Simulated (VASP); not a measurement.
Set up this calculation in VASP 6.6.1, as the native input.

* Task: single point
* Functional: r2SCAN
* Potentials or basis: VASP PAW PBE potentials, release 64 (Sc_sv, H)
* Cutoff: 520 eV
* k mesh: 4 × 4 × 4
* Occupations: gaussian, width 0.1 eV
* Spin: no spin polarisation
* Dipole correction: no
* Further INCAR settings: ALGO = Normal; EDIFF = 1e-07; NBANDS = 54

The system is Sc8H.

```
CELL_PARAMETERS angstrom
-3.29666 3.29666 4.69541
3.29666 -3.29666 4.69541
3.29666 3.29666 -4.69541
ATOMIC_POSITIONS crystal
Sc 0.00266 0.00761 0.00495
Sc 0.99934 0.99991 0.49942
Sc 0.00229 0.49734 0.00495
Sc 0.00266 0.49771 0.49505
Sc 0.50049 0.99991 0.00058
Sc 0.50009 0.99951 0.49942
Sc 0.50009 0.50066 0.00058
Sc 0.49239 0.49734 0.49505
H 0.12500 0.37500 0.25000
```

One way to write it, as run:

POSCAR

```
Sc8H
1.0
   -3.2966637225      3.2966637225      4.6954108083
    3.2966637225     -3.2966637225      4.6954108083
    3.2966637225      3.2966637225     -4.6954108083
Sc H
8 1
Direct
    0.0026644575      0.0076147958      0.0049503383
   -0.0006631444     -0.0000853894      0.4994222450
    0.0022858809      0.4973355425      0.0049503383
    0.0026644575      0.4977141191      0.4950496617
    0.5004923656     -0.0000853894      0.0005777550
    0.5000853894     -0.0004923656      0.4994222450
    0.5000853894      0.5006631444      0.0005777550
    0.4923852042      0.4973355425      0.4950496617
    0.1250000000      0.3750000000      0.2500000000
```

INCAR.step1

```
PREC = Accurate
ENCUT = 520
ISMEAR = 0
SIGMA = 0.1
LREAL = False
LASPH = True
NELM = 60
NBANDS = 54
GGA = PE
ALGO = Normal
EDIFF = 1E-4
LWAVE = True
LCHARG = False
```

INCAR.step2

```
PREC = Accurate
ENCUT = 520
EDIFF = 1E-7
ISMEAR = 0
SIGMA = 0.1
LREAL = False
LASPH = True
NELM = 60
ALGO = Normal
ISIF = 2
LWAVE = False
LCHARG = True
METAGGA = R2SCAN
LMIXTAU = True
LELF = True
LVHAR = True
NBANDS = 54
ISTART = 1
```

KPOINTS

```
regular mesh
0
Gamma
  4 4 4
```

Potentials or basis: VASP PAW PBE potentials, release 64 (Sc_sv, H).

Launch:

```bash
$ cat potpaw_PBE.64/Sc_sv/POTCAR potpaw_PBE.64/H/POTCAR > POTCAR
$ cp INCAR.step1 INCAR
$ mpirun -np 1 vasp_std > vasp.out
$ cp INCAR.step2 INCAR
$ mpirun -np 1 vasp_std > vasp.out
```

Results of the run:

The pressure is 0.3 GPa and the largest force is 0.023 eV/Å. The band gap on the k mesh is zero (an odd number of electrons rules out a gap without spin polarisation).

Caveat: the PAW data sets were made with another functional, which shifts forces and pressure a little.

Run time: 12 min on 1 thread of Intel(R) Xeon(R) Platinum 8124M CPU @ 3.00GHz (Skylake/Cascade Lake) (shared host), peak memory 0.45 GiB.
